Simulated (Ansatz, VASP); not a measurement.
**Cu: VASP beside Ansatz**

```
Cu
1.0
     1.15568   -3.91474    0.00000
     1.15568    3.91474    0.00000
     0.00000    0.00000    2.44177
Cu
2
Direct
  0.13404 0.86596 0.25000
  0.86596 0.13404 0.75000
```

Change from the starting cell: volume 11.047 Å^3 an atom, stretch along a over the lengths across it, relative to the relaxed cell 0.9607.

Alike in both runs: task single point; functional PBE; k mesh 20 × 20 × 20; occupations gaussian, width 0.15 eV; no spin polarisation.

|  | VASP | Ansatz |
| --- | --- | --- |
| version | VASP 6.6.1 | Ansatz 0.2.0 |
| potentials or method | VASP PAW PBE potentials, release 64 (Cu), cutoff 520 eV | scalar-relativistic, plane waves, PAW |
| valence electrons in the cell | 22 | 38 |

```tsv
	VASP	Ansatz	Ansatz less VASP
gap on the k mesh at the Fermi level (eV)	none	none	-
pressure (GPa)	23.2	22.6	-0.66
traceless stress, the component that is largest in VASP (GPa)	8.97	9.13	+0.157
rms of the force components (eV/Å)	0.189	0.184	-0.0048
```

Atom by atom the forces differ by 0.005 eV/Å (rms over components). A gap of «none» marks a metal or a gap that the smearing closes. VASP's potentials hold 22 valence electrons a cell and Ansatz's 38, so a difference there can come from the potentials and not from the codes.
